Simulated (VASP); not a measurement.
# KBr in VASP: a series of runs

The runs below take KBr through single point, with PBEsol, PBE-based global hybrid with 10 % exact exchange, PBE-based global hybrid with 15 % exact exchange.

Everything below comes from runs of VASP 6.6.1. Logs are shortened: lines on timing, memory, paths and dates and some standing lists are left out, and cuts for length are marked.

### Step 1. The cell of the first run

The typed cell holds 2 atoms: a = 4.667 Å, b = 4.667 Å, c = 4.667 Å, α = 60.00°, β = 60.00°, γ = 60.00°.

### Step 2. Single point, PBEsol (atoms moved at random)

Input file INCAR:

```
SYSTEM = KBr
ALGO = Normal ; EDIFF = 1E-7
ENCUT = 520 ; GGA = PS
ISIF = 2 ; ISMEAR = -1
LASPH = .True. ; LCHARG = .False.
LREAL = .False. ; LWAVE = .False.
NBANDS = 15 ; NELM = 80
PREC = Accurate ; SIGMA = 0.05
```

Input file KPOINTS:

```
k-points
0
Gamma
  7 7 7
  0 0 0
```

Input file POSCAR:

```
KBr
1.0
    0.0000000000      3.3000000000      3.3000000000
    3.3000000000      0.0000000000      3.3000000000
    3.3000000000      3.3000000000      0.0000000000
Br K
1 1
Direct
    0.4981360000      0.5049930000      0.5047960000
   -0.0032670000      0.0131940000     -0.0053410000
```

Potentials or basis: VASP PAW PBE potentials, release 64 (Br, K_sv).

Command:

```
$ cat potpaw_PBE.64/Br/POTCAR potpaw_PBE.64/K_sv/POTCAR > POTCAR
$ mpirun -np 1 vasp_std > vasp.out
```

OUTCAR:

```text
SYSTEM = KBr
   EDIFF = 1E-7
   ENCUT = 520
   GGA = PS
   ISIF = 2
   ISMEAR = -1
   LASPH = .True.
   LREAL = .False.
   NELM = 80
   PREC = Accurate

 ion  position               nearest neighbor table
   1  0.498  0.505  0.505-   2 3.26   2 3.28   2 3.29
   2  0.997  0.013  0.995-   1 3.26   1 3.28   1 3.29

  LATTYP: Found a face centered cubic cell.
 ALAT       =     6.6000000000

  Lattice vectors:

 A1 = (   0.0000000000,   3.3000000000,   3.3000000000)
 A2 = (   3.3000000000,   0.0000000000,   3.3000000000)
 A3 = (   3.3000000000,   3.3000000000,   0.0000000000)

Analysis of symmetry for initial positions (statically):
=====================================================================
 Subroutine PRICEL returns:
 Original cell was already a primitive cell.

 Routine SETGRP: Setting up the symmetry group for a
 face centered cubic supercell.

 Subroutine GETGRP returns: Found  1 space group operations
 (whereof  1 operations were pure point group operations)
 out of a pool of 48 trial point group operations.

The static configuration has the point symmetry C_1 .

Analysis of symmetry for dynamics (positions and initial velocities):
=====================================================================
 Subroutine PRICEL returns:
 Original cell was already a primitive cell.

 Routine SETGRP: Setting up the symmetry group for a
 face centered cubic supercell.

 Subroutine GETGRP returns: Found  1 space group operations
 (whereof  1 operations were pure point group operations)
 out of a pool of 48 trial point group operations.

The dynamic configuration has the point symmetry C_1 .

 Subroutine INISYM returns: Found  1 space group operations
 (whereof  1 operations are pure point group operations),
 and found     1 'primitive' translations

----------------------------------------------------------------------------------------

                                     Primitive cell

  volume of cell :      71.8740

  direct lattice vectors                    reciprocal lattice vectors
     0.000000000  3.300000000  3.300000000    -0.151515152  0.151515152  0.151515152
     3.300000000  0.000000000  3.300000000     0.151515152 -0.151515152  0.151515152
     3.300000000  3.300000000  0.000000000     0.151515152  0.151515152 -0.151515152

  length of vectors
     4.666904756  4.666904756  4.666904756     0.262431941  0.262431941  0.262431941

  position of ions in fractional coordinates (direct lattice)
     0.498136000  0.504993000  0.504796000
     0.996733000  0.013194000  0.994659000

  ion indices of the primitive-cell ions
   primitive index   ion index
                 1           1
                 2           2

----------------------------------------------------------------------------------------

 KPOINTS: k-points

Automatic generation of k-mesh.
 Grid dimensions read from file:
 generate k-points for:    7    7    7

 Generating k-lattice:

  Cartesian coordinates                     Fractional coordinates (reciprocal lattice)
    -0.021645022  0.021645022  0.021645022     0.142857143  0.000000000  0.000000000
     0.021645022 -0.021645022  0.021645022     0.000000000  0.142857143  0.000000000
     0.021645022  0.021645022 -0.021645022     0.000000000  0.000000000  0.142857143

  Length of vectors
     0.037490277  0.037490277  0.037490277

  Shift w.r.t. Gamma in fractional coordinates (k-lattice)
     0.000000000  0.000000000  0.000000000

 Subroutine IBZKPT returns following result:
 ===========================================

 Found    172 irreducible k-points:

 Following reciprocal coordinates:
            Coordinates               Weight
  0.000000  0.000000  0.000000      1.000000
  0.142857  0.000000  0.000000      2.000000
  0.000000  0.142857  0.000000      2.000000
  0.000000  0.000000  0.142857      2.000000
  0.142857  0.142857  0.142857      2.000000
  0.285714  0.000000  0.000000      2.000000
[... 16 lines left out ...]
  0.142857 -0.142857 -0.142857      2.000000
  0.285714  0.285714  0.142857      2.000000
 [... further k-points ...]
   k-points           NKPTS =    172   k-points in BZ     NKDIM =    172   number of bands    NBANDS=     15
   number of dos      NEDOS =    301   number of ions     NIONS =      2
   total plane-waves  NPLWV =  46656
   dimension x,y,z NGX =    36 NGY =   36 NGZ =   36
   dimension x,y,z NGXF=    72 NGYF=   72 NGZF=   72
   ions per type =               1   1
   NGX,Y,Z   is equivalent  to a cutoff of  12.82, 12.82, 12.82 a.u.
   NGXF,Y,Z  is equivalent  to a cutoff of  25.65, 25.65, 25.65 a.u.
 SYSTEM =  KBr
   PREC   = accura    normal or accurate (medium, high low for compatibility)
   ISTART =      0    job   : 0-new  1-cont  2-samecut
   ICHARG =      2    charge: 1-file 2-atom 10-const
   ISPIN  =      1    spin polarized calculation?
   LNONCOLLINEAR =      F non collinear calculations
   LSORBIT =      F    spin-orbit coupling
   LASPH  =      T    aspherical Exc in radial PAW
   ENCUT  =  520.0 eV  38.22 Ry    6.18 a.u.   8.68  8.68  8.68*2*pi/ulx,y,z
   NELM   =     80;   NELMIN=  2; NELMDL= -5     # of ELM steps
   EDIFF  = 0.1E-06   stopping-criterion for ELM
   LREAL  =      F    real-space projection
   EDIFFG = 0.1E-05   stopping-criterion for IOM
   NSW    =      0    number of steps for IOM
   IBRION =     -1    ionic relax: 0-MD 1-quasi-New 2-CG
   NFREE  =      0    steps in history (QN), initial steepest desc. (CG)
   ISIF   =      2    stress and relaxation
   ISYM   =      2    0-nonsym 1-usesym 2-fastsym
   POTIM  = 0.5000    time-step for ionic-motion
   TEBEG  =    0.0;   TEEND  =   0.0 temperature during run
   PSTRESS=    0.0 pullay stress
   NELECT =      16.0000    total number of electrons
   NUPDOWN=      -1.0000    fix difference up-down
   EMIN   =  10.00;   EMAX   =-10.00  energy-range for DOS
   EFERMI =   0.00;   METHOD = LEGACY
   ISMEAR =    -1;   SIGMA  =   0.05  broadening in eV -4-tet -1-fermi 0-gaus
   EFERMI_NEDOS =   21; number of points for ismear=-14 and -15
   IALGO  =     38    algorithm
   IMIX   =      4    mixing-type and parameters
     AMIX     =   0.40;   BMIX     =  1.00
     AMIX_MAG =   1.60;   BMIX_MAG =  1.00
  volume/ion in A,a.u.               =      35.94       242.51
  Fermi-wavevector in a.u.,A,eV,Ry     =   0.992181  1.874950 13.393889  0.984423
  Thomas-Fermi vector in A             =   2.123975
   LORBIT       =      0    0 simple, 1 ext, 2 COOP (PROOUT), +10 PAW based schemes
   GGA     = PS    functional components
   LHFCALC =     F    Hartree Fock is set to
   AEXX    =    0.0000 exact exchange contribution
   IVDW    =     0    specifies the selected vdW correction
   LEPSILON=     F    determine dielectric tensor
   LRPA    =     F    only Hartree local field effects (RPA)
 non-spin polarized calculation
  energy-cutoff  :      520.00
  volume of cell :       71.87
 maximum number of plane-waves:      1948
   NGX = 17   NGY = 17   NGZ = 17

 number of electron      16.0000001 magnetization

 Free energy of the ion-electron system (eV)
  ---------------------------------------------------
  ext. energy  EPLUGINS =         0.00000000
  ---------------------------------------------------
  free energy    TOTEN  =        -6.45772073 eV

  energy without entropy =       -6.45772073  energy(sigma->0) =       -6.45772073

 E-fermi :  -0.6830     XC(G=0):  -7.5452

 val. band max:       -1.8270573812   @ k =   0.0000   0.0000   0.0000
 cond. band min:       2.4523162131   @ k =   0.0000   0.0000   0.0000
 fundamental gap:      4.2793735943
 Fermi energy:        -0.6829966827

 k-point     1 :       0.0000    0.0000    0.0000
  band No.  band energies     occupation
      1     -29.4383      2.00000
      2     -14.1335      2.00000
      3     -12.9810      2.00000
      4     -12.9809      2.00000
      5     -12.9805      2.00000
      6      -1.8273      2.00000
      7      -1.8272      2.00000
      8      -1.8271      2.00000
      9       2.4523      0.00000
     10       5.7023      0.00000
     11       5.7041      0.00000
     12       5.7057      0.00000
     13       6.5420      0.00000
     14       6.5442      0.00000
     15       9.5615      0.00000

 k-point     2 :       0.1429    0.0000    0.0000
  band No.  band energies     occupation
      1     -29.4372      2.00000
      2     -14.1682      2.00000
      3     -12.9823      2.00000
      4     -12.9820      2.00000
      5     -12.9325      2.00000
      6      -2.1193      2.00000
      7      -1.8956      2.00000
      8      -1.8952      2.00000
      9       2.9597      0.00000
     10       5.5653      0.00000
     11       5.9447      0.00000
     12       5.9467      0.00000
     13       6.8098      0.00000
     14       6.8135      0.00000
     15      10.2940      0.00000

 k-point     3 :       0.0000    0.1429    0.0000
  band No.  band energies     occupation
      1     -29.4372      2.00000
      2     -14.1682      2.00000
      3     -12.9822      2.00000
      4     -12.9821      2.00000
      5     -12.9326      2.00000
      6      -2.1192      2.00000
      7      -1.8958      2.00000
      8      -1.8955      2.00000
      9       2.9597      0.00000
     10       5.5678      0.00000
     11       5.9443      0.00000
     12       5.9467      0.00000
     13       6.8097      0.00000
     14       6.8116      0.00000
     15      10.2936      0.00000
[... 343 lines left out ...]
 k-point    23 :       0.1429   -0.1429   -0.1429
  band No.  band energies     occupation
      1     -29.4348      2.00000
      2     -14.2019      2.00000
      3     -12.9937      2.00000
      4     -12.9908      2.00000
      5     -12.8715      2.00000
      6      -2.5429      2.00000
      7      -2.0311      2.00000
      8      -1.9966      2.00000
      9       3.8809      0.00000
     10       5.0142      0.00000
     11       6.7619      0.00000
     12       6.8454      0.00000
     13       7.1303      0.00000
     14       7.6337      0.00000
     15      10.0376      0.00000

 k-point    24 :       0.2857    0.2857    0.1429
  band No.  band energies     occupation
      1     -29.4348      2.00000
      2     -14.2020      2.00000
      3     -12.9935      2.00000
      4     -12.9909      2.00000
      5     -12.8715      2.00000
      6      -2.5428      2.00000
      7      -2.0307      2.00000
      8      -1.9970      2.00000
      9       3.8806      0.00000
     10       5.0150      0.00000
     11       6.7608      0.00000
     12       6.8401      0.00000
     13       7.1352      0.00000
     14       7.6347      0.00000
     15      10.0384      0.00000

 [... further k-points ...]

------------------------ aborting loop because EDIFF is reached ----------------------------------------

  FORCE on cell =-STRESS in cart. coord.  units (eV):
  Direction    XX          YY          ZZ          XY          YZ          ZX
  --------------------------------------------------------------------------------------
  -------------------------------------------------------------------------------------
  Total       -0.1269478     -0.1143989     -0.1228427     -0.0004700      0.0016703      0.0002489
  in kB       -2.8298525     -2.5501192     -2.7383446     -0.0104766      0.0372324      0.0055494
  external PRESSURE =      -2.7061054 kB  Pullay stress =       0.0000000 kB

 VOLUME and BASIS-vectors are now :
 -----------------------------------------------------------------------------
  energy-cutoff  :      520.00
  volume of cell :       71.87
      direct lattice vectors                 reciprocal lattice vectors
     0.000000000  3.300000000  3.300000000    -0.151515152  0.151515152  0.151515152
     3.300000000  0.000000000  3.300000000     0.151515152 -0.151515152  0.151515152
     3.300000000  3.300000000  0.000000000     0.151515152  0.151515152 -0.151515152

 POSITION                                       TOTAL-FORCE (eV/Angst)
 -----------------------------------------------------------------------------------
      3.33230      3.30968      3.31033        -0.006962     -0.041859      0.024540
      3.32591      6.57159      3.33276         0.006962      0.041859     -0.024540
 -----------------------------------------------------------------------------------
    total drift:                                0.000060      0.000008     -0.000010

  FREE ENERGIE OF THE ION-ELECTRON SYSTEM (eV)
  ---------------------------------------------------
  free  energy   TOTEN  =        -6.4577207299 eV

  energy  without entropy=       -6.4577207299  energy(sigma->0) =       -6.45772073
```

Run time: 1.7 min. Hardware: 1 thread of AMD EPYC 9R45 (Zen 5), shared host; peak memory 0.31 GiB.

Results:

- Free energy: -6.4577 eV
- Pressure: -0.3 GPa
- Largest force: 0.049 eV/Å
- Band gap on the k mesh: 4.28 eV

Forces on the atoms (eV/Å):
```
Br  -0.007 -0.042  0.025
K    0.007  0.042 -0.025
```

Caveat: the cell differs from its parent crystal (atoms moved at random); the PAW data sets were made with another functional, which shifts forces and pressure a little.

### Step 3. Single point, PBE-based global hybrid with 10 % exact exchange

Input file POSCAR:

```
KBr
1.0
    0.0000000000      3.3000000000      3.3000000000
    3.3000000000      0.0000000000      3.3000000000
    3.3000000000      3.3000000000      0.0000000000
Br K
1 1
Direct
    0.5000000000      0.5000000000      0.5000000000
    0.0000000000      0.0000000000      0.0000000000
```

Input file INCAR.step1:

```
PREC     = Accurate       # precision mode
ENCUT    = 520            # plane-wave cutoff, eV
EDIFF    = 1E-5           # SCF threshold, eV
ISMEAR   = -1             # smearing method
SIGMA    = 0.05           # smearing width, eV
LREAL    = False          # projectors in reciprocal space
LASPH    = True           # aspherical terms in the spheres
NELM     = 80             # most SCF steps
ALGO     = Normal         # electronic algorithm
ISIF     = 2              # what is computed and relaxed
LWAVE    = True           # write WAVECAR
GGA      = PE             # functional
NBANDS   = 15             # bands
```

Input file INCAR.step2:

```
PREC     = Accurate       # precision mode
ENCUT    = 520            # plane-wave cutoff, eV
EDIFF    = 1E-6           # SCF threshold, eV
ISMEAR   = -1             # smearing method
SIGMA    = 0.05           # smearing width, eV
LREAL    = False          # projectors in reciprocal space
LASPH    = True           # aspherical terms in the spheres
NELM     = 80             # most SCF steps
ALGO     = Normal         # electronic algorithm
ISIF     = 2              # what is computed and relaxed
LWAVE    = False          # write WAVECAR
LCHARG   = True           # write CHGCAR
GGA      = PE             # functional
LHFCALC  = True           # exact exchange
AEXX     = 0.1            # exact-exchange fraction
PRECFOCK = Normal       
LELF     = True           # ELF
LVHAR    = True         
ISTART   = 1            
NBANDS   = 15             # bands
```

Input file KPOINTS:

```
regular mesh
0
Gamma
  4 4 4
```

Potentials or basis: VASP PAW PBE potentials, release 64 (Br, K_sv).

Command:

```
$ cat potpaw_PBE.64/Br/POTCAR potpaw_PBE.64/K_sv/POTCAR > POTCAR
$ cp INCAR.step1 INCAR
$ mpirun -np 1 vasp_std > vasp.out
$ cp INCAR.step2 INCAR
$ mpirun -np 1 vasp_std > vasp.out
```

Wall time 4.3 min (1 thread of AMD EPYC 9R45 (Zen 5), shared host); peak memory 0.19 GiB.

Results (log left out):

- Free energy: -6.7985 eV
- Pressure: 0.6 GPa
- Band gap on the k mesh: 5.18 eV

Levels at points of the mesh, in eV from the valence-band top:
```csv
k point,band 6,band 7,band 8,band 9,band 10,band 11
"(0.00, 0.00, 0.00)",0.00,0.00,0.00,5.18,8.46,8.46
"(0.50, 0.00, 0.00)",-1.21,-0.34,-0.34,7.34,9.08,10.73
"(0.50, 0.50, 0.00)",-0.84,-0.30,-0.30,6.64,8.01,10.32
```

Caveat: the PAW data sets were made with another functional, which shifts forces and pressure a little.

### Step 4. Single point, PBE-based global hybrid with 15 % exact exchange

POSCAR is that of step 3.

Input file INCAR.step1:

```
ALGO     = Normal         # electronic algorithm
EDIFF    = 1E-5           # SCF threshold, eV
ENCUT    = 520            # plane-wave cutoff, eV
GGA      = PE             # functional
ISIF     = 2              # what is computed and relaxed
ISMEAR   = -1             # smearing method
LASPH    = T              # aspherical terms in the spheres
LCHARG   = F              # write CHGCAR
LREAL    = F              # projectors in reciprocal space
LWAVE    = T              # write WAVECAR
NBANDS   = 15             # bands
NELM     = 60             # most SCF steps
PREC     = Accurate       # precision mode
SIGMA    = 0.05           # smearing width, eV
```

Input file INCAR.step2:

```
AEXX     = 0.15           # exact-exchange fraction
ALGO     = Normal         # electronic algorithm
EDIFF    = 1E-6           # SCF threshold, eV
ENCUT    = 520            # plane-wave cutoff, eV
GGA      = PE             # functional
ISIF     = 2              # what is computed and relaxed
ISMEAR   = -1             # smearing method
ISTART   = 1            
LASPH    = T              # aspherical terms in the spheres
LCHARG   = F              # write CHGCAR
LHFCALC  = T              # exact exchange
LREAL    = F              # projectors in reciprocal space
LWAVE    = F              # write WAVECAR
NBANDS   = 15             # bands
NELM     = 60             # most SCF steps
PREC     = Accurate       # precision mode
PRECFOCK = Normal       
SIGMA    = 0.05           # smearing width, eV
```

Input file KPOINTS:

```
k-points
0
Gamma
  4 4 4
```

Command:

```
$ cat potpaw_PBE.64/Br/POTCAR potpaw_PBE.64/K_sv/POTCAR > POTCAR
$ cp INCAR.step1 INCAR
$ mpirun -np 1 vasp_std > vasp.out
$ cp INCAR.step2 INCAR
$ mpirun -np 1 vasp_std > vasp.out
```

Run time: 4.8 min. Hardware: 1 thread of AMD EPYC 9R45 (Zen 5), shared host; peak memory 0.19 GiB.

Results (log left out):

| Item | Value |
| --- | --- |
| Free energy | -7.0933 eV |
| Pressure | 0.6 GPa |
| Band gap on the k mesh | 5.56 eV |

Levels at points of the mesh, in eV from the valence-band top:
```csv
k point,band 4,band 5,band 6,band 7,band 8,band 9,band 10,band 11,band 12,band 13
"(0.00, 0.00, 0.00)",-11.78,-11.78,0.00,0.00,0.00,5.56,8.88,8.88,8.88,9.79
"(0.50, 0.00, 0.00)",-11.78,-11.52,-1.23,-0.34,-0.34,7.72,9.51,11.21,11.21,11.31
"(0.50, 0.50, 0.00)",-11.81,-11.81,-0.86,-0.30,-0.30,7.03,8.42,10.72,10.80,11.12
```

Caveat: the PAW data sets were made with another functional, which shifts forces and pressure a little.

### Step 5. The runs side by side

```tsv
level	cell	k mesh	grid for exact exchange (PRECFOCK)	share of exact exchange	gap on the mesh (eV)	pressure (GPa)
PBEsol	as given, atomic positions A	7 × 7 × 7	-	-	4.28	-0.3
PBE-based global hybrid with 10 % exact exchange	as given, atomic positions B	4 × 4 × 4	Normal	0.1	5.18	0.6
PBE-based global hybrid with 15 % exact exchange	as given, atomic positions B	4 × 4 × 4	Normal	0.15	5.56	0.6
```

Alike in all rows: task single point; potentials or basis VASP PAW PBE potentials, release 64 (Br, K_sv); no spin polarisation; cutoff (eV) 520; smearing fermi-dirac 0.05 eV.

Caveats: the PAW data sets were made with another functional, which shifts forces and pressure a little.

Total energies depend on the potentials used, so only differences within one code and one set of settings carry meaning.
